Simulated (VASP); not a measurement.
The system is SrTiO3.

```
Sr Ti O
1.0
     3.71151    0.00000    0.00000
     0.00000    3.90685    0.00000
     0.00000    0.00000    3.90685
Sr Ti O
1 1 3
Direct
  0.00000 0.00000 0.00000
  0.50000 0.50000 0.50000
  0.50000 0.50000 0.00000
  0.50000 0.00000 0.50000
  0.00000 0.50000 0.50000
```

This cell differs from its parent crystal: uniaxial x strain -5.0%.

Base run:

```yaml
Program: VASP 6.6.1
Functional: PBE
Potentials_or_basis: VASP PAW PBE potentials, release 64 (Sr_sv, Ti_sv, O)
Cutoff: 600 eV
k_mesh: 8 × 6 × 6
Occupations: fermi-dirac, width 0.02 eV
Spin: no spin polarisation
```

Its results: band gap on the k mesh 1.86 eV, indirect (least direct gap 2.15 eV); pressure 16.2 GPa.

Problem. The run is repeated on the same cell with these changes: functional from PBE to r2SCAN; cutoff from 600 eV to 660 eV; occupations from fermi-dirac, width 0.02 eV to gaussian, width 0.01 eV. What comes out?

Solution. Band gap on the k mesh 2.30 eV, indirect (least direct gap 2.63 eV); pressure 12.6 GPa.

Caveats: the PAW data sets were made with another functional, which shifts forces and pressure a little (some runs).

A k mesh can miss the band edges.
